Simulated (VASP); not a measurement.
**B2O: single point with LDA**

Crystal: B2O.

```xyz
6
Lattice="2.9058 0.0000 0.0000 -1.4529 2.5165 0.0000 0.0000 0.0000 7.1175" Properties=species:S:1:pos:R:3 pbc="T T T"
B     0.0000    0.0000    2.7047
B     0.0000    0.0000    4.4129
B     1.4530    0.8387    0.1637
B    -0.0001    1.6777    6.9538
O     1.4530    0.8387    2.1780
O    -0.0001    1.6777    4.9396
```

```yaml
Program: VASP 6.6.1
Task: single point
Functional: LDA
Potentials_or_basis: VASP PAW LDA potentials, release 64 (B, O)
Cutoff: 520 eV
k_mesh: 12 × 12 × 5
Occupations: fermi-dirac, width 0.0343 eV
Spin: no spin polarisation
Dipole_correction: no
Further_INCAR_settings: ALGO = Normal; EDIFF = 1e-06; NBANDS = 21
```

- Pressure: -30.4 GPa
- Largest force: 0.091 eV/Å
- Band gap on the k mesh: zero (bands 12 and 13 overlap by 1.11 eV)

Forces in eV/Å, atoms in the order of the input:
```
B   -0.001  0.000  0.091
B    0.001  0.000 -0.091
B   -0.001  0.001 -0.041
B    0.001 -0.001  0.041
O    0.000  0.000 -0.015
O    0.000  0.000  0.015
```

Stress tensor (GPa, compression positive):
```
-39.72   0.02   0.00
  0.02 -39.69   0.00
  0.00   0.00 -11.68
```

Levels at points of the mesh, in eV from the Fermi level:
```tsv
k point	band 8	band 9	band 10	band 11	band 12	band 13	band 14	band 15	band 16	band 17
(0.00, 0.00, 0.00)	-6.62	-6.62	-2.98	-1.40	0.48	1.06	1.63	1.63	2.50	2.50
(0.50, 0.00, 0.00)	-7.64	-5.53	-5.35	-4.85	-0.99	0.04	1.33	2.95	3.98	4.32
(0.50, 0.50, 0.00)	-7.64	-5.53	-5.35	-4.85	-0.99	0.04	1.33	2.95	3.98	4.32
```

Run time: 2.9 min on 1 thread of Intel(R) Xeon(R) Platinum 8259CL CPU @ 2.50GHz (Skylake/Cascade Lake), on a shared host, peak memory 0.28 GiB.

Caveat: the cell stands under tension.
